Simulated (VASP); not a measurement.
Here is a VASP 6.6.1 calculation.

Contents of INCAR:

```
SYSTEM = Bi
PREC = Accurate
ENCUT = 520
EDIFF = 1E-6
ISMEAR = 0
SIGMA = 0.1
LREAL = .FALSE.
LASPH = .TRUE.
NELM = 100
ALGO = Fast
ISIF = 2
LWAVE = .FALSE.
LCHARG = .FALSE.
GGA = PE
NBANDS = 70
```

KPOINTS

```
Automatic mesh
0
G
  6 6 6
  0 0 0
```

POSCAR

```
Bi
1.0
    6.3814246176      0.0000000000      0.0000000000
    0.0000000000      6.3814246176      0.0000000000
    0.0000000000      0.0000000000      6.3814246176
Bi
8
Direct
    0.5000000000      0.5000000000      0.5000000000
    0.0000000000      0.0000000000      0.0000000000
    0.2500000000      0.0000000000      0.5000000000
    0.5000000000      0.2500000000      0.0000000000
    0.5000000000      0.7500000000      0.0000000000
    0.7500000000      0.0000000000      0.5000000000
    0.0000000000      0.5000000000      0.7500000000
    0.0000000000      0.5000000000      0.2500000000
```

Potentials or basis: VASP PAW PBE potentials, release 64 (Bi_d).

Launch:

```sh
$ cat potpaw_PBE.64/Bi_d/POTCAR > POTCAR
$ mpirun -np 1 vasp_std > vasp.out
```

Q: Estimate the band gap on the k mesh.

A: Zero (bands 60 and 61 overlap by 0.49 eV).

Q: What does it give for the pressure?

A: -0.1 GPa.

Caveat: spin-orbit coupling is left out, which moves the levels of the heavy elements.
